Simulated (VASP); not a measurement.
Input of a VASP 6.6.1 run:

The input INCAR:

```
SYSTEM = Li
  PREC = Accurate
  ENCUT = 520
  EDIFF = 1E-7
  ISMEAR = -1
  SIGMA = 0.1
  LREAL = .FALSE.
  LASPH = .TRUE.
  NELM = 100
  ALGO = Normal
  ISIF = 2
  LWAVE = .FALSE.
  LCHARG = .FALSE.
  GGA = CA
  NBANDS = 10
```

File KPOINTS:

```
regular mesh
0
G
  15 15 7
  0 0 0
```

Contents of POSCAR:

```
Li
1.0
   -2.0095005163      1.6540672841      1.4808605847
    1.6540672841     -2.0095005163      1.4808605847
    3.7549708579      3.7549708579     -2.1318372004
Li
2
Direct
    0.9575235877      0.0424764123      1.0000000000
    0.7924764123      0.2075235877      0.5000000000
```

Potentials or basis: VASP PAW LDA potentials, release 64 (Li_sv).

The run is started by

```bash
$ cat potpaw_LDA.64/Li_sv/POTCAR > POTCAR
$ mpirun -np 1 vasp_std > vasp.out
```

(1) What does it give for the band gap on the k mesh?

Answers

(1) zero (band 3 reaches 2.98 eV, above the bottom of band 4 at -1.57 eV).
